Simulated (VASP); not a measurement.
Input of a VASP 6.6.1 run:

File INCAR:

```
SYSTEM = Co
PREC = Accurate
ENCUT = 520
EDIFF = 1E-6
ISMEAR = 0
SIGMA = 0.15
LREAL = .FALSE.
LASPH = .TRUE.
NELM = 150
ALGO = Normal
ISIF = 2
LWAVE = .FALSE.
LCHARG = .FALSE.
ISPIN = 2
MAGMOM = 2.2 2.2
LORBIT = 11
NUPDOWN = 4.4
LMAXMIX = 4
GGA = PE
NBANDS = 20
```

File KPOINTS:

```
Automatic mesh
0
G
  24 24 12
  0 0 0
```

The input POSCAR:

```
Co
1.0
    2.5607048027      0.0000000000      0.0000000000
   -1.2803524014      2.2176354108      0.0000000000
    0.0000000000      0.0000000000      4.1414337872
Co
2
Direct
    0.6666666667      0.3333333333      0.2500000000
    0.3333333333      0.6666666667      0.7500000000
```

Potentials or basis: VASP PAW PBE potentials, release 64 (Co).

The run is started by

```console
$ cat potpaw_PBE.64/Co/POTCAR > POTCAR
$ mpirun -np 1 vasp_std > vasp.out
```

**Question.** Predict the pressure.

**Answer.** -4.4 GPa.

Stress tensor (GPa, compression positive):
```
-5.63  0.00  0.00
 0.00 -5.63  0.00
 0.00  0.00 -1.88
```

Caveat: the total moment is fixed, so each spin has its own Fermi level.
